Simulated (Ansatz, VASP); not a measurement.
**Two plane-wave programs on KBr**

INCAR

```
SYSTEM = KBr
PREC     = Accurate       ! precision mode
ENCUT    = 600            ! plane-wave cutoff, eV
EDIFF    = 1E-6           ! SCF threshold, eV
ISMEAR   = 0              ! smearing method
SIGMA    = 0.02           ! smearing width, eV
LREAL    = .False.        ! projectors in reciprocal space
LASPH    = .True.         ! aspherical terms in the spheres
NELM     = 60             ! most SCF steps
ALGO     = Normal         ! electronic algorithm
ISIF     = 3              ! what is computed and relaxed
LWAVE    = .False.        ! write WAVECAR
LCHARG   = .False.        ! write CHGCAR
IBRION   = 2              ! ionic algorithm
NSW      = 100            ! ionic steps
EDIFFG   = -0.005         ! ionic threshold
```

File KPOINTS:

```
Automatic mesh
0
Gamma
  6 6 6
  0 0 0
```

The input POSCAR:

```
KBr
1.0
    0.0000000000      3.3000000000      3.3000000000
    3.3000000000      0.0000000000      3.3000000000
    3.3000000000      3.3000000000      0.0000000000
K Br
1 1
Direct
    0.0000000000      0.0000000000      0.0000000000
    0.5000000000      0.5000000000      0.5000000000
```

Input for Ansatz:

```yaml
crystal:
  lattice:
    - [0.0, 3.3, 3.3]
    - [3.3, 0.0, 3.3]
    - [3.3, 3.3, 0.0]
  atoms:
    - { symbol: K, position: [0.0, 0.0, 0.0] }
    - { symbol: Br, position: [0.5, 0.5, 0.5] }
basis:
  ecutwfc: 420
kpoints:
  mp_grid: { grid: [6, 6, 6] }
hamiltonian:
  xc: lda
scf:
  occupations: { method: gaussian, width: 0.02 }
output:
  forces: true
  stress: true
  eigenvalues: true
  write_density: true
  write_potential: true
  elf: true
  volumetric_format: npy
relax:
  adjacent_minimum: "off"
  f_tol: 0.005
  max_steps: 80
  cell: { stress_tol: 0.05 }
```

Alike in both runs: task relaxation of cell and atoms; functional LDA; k mesh 6 × 6 × 6; occupations gaussian, width 0.02 eV; no spin polarisation.

|  | VASP | Ansatz |
| --- | --- | --- |
| version | VASP 6.6.1 | Ansatz 0.2.0 |
| potentials or method | VASP PAW LDA potentials, release 64 (K_sv, Br), cutoff 600 eV | scalar-relativistic, plane waves, PAW |
| valence electrons in the cell | 16 | 16 |

|  | VASP | Ansatz | Ansatz less VASP |
| --- | --- | --- | --- |
| gap on the k mesh at the Fermi level, each at its own relaxed structure (eV) | 4.32 | 4.32 | +0.001 |
| relaxed volume (Å³/atom) | 32.49 | 32.39 | -0.101 |
| relaxed cell length with the largest relative difference (Å) | 4.513 | 4.508 | -0.0047 |

LDA's correlation is that of Perdew and Zunger in VASP and of Perdew and Wang (1992) in Ansatz.
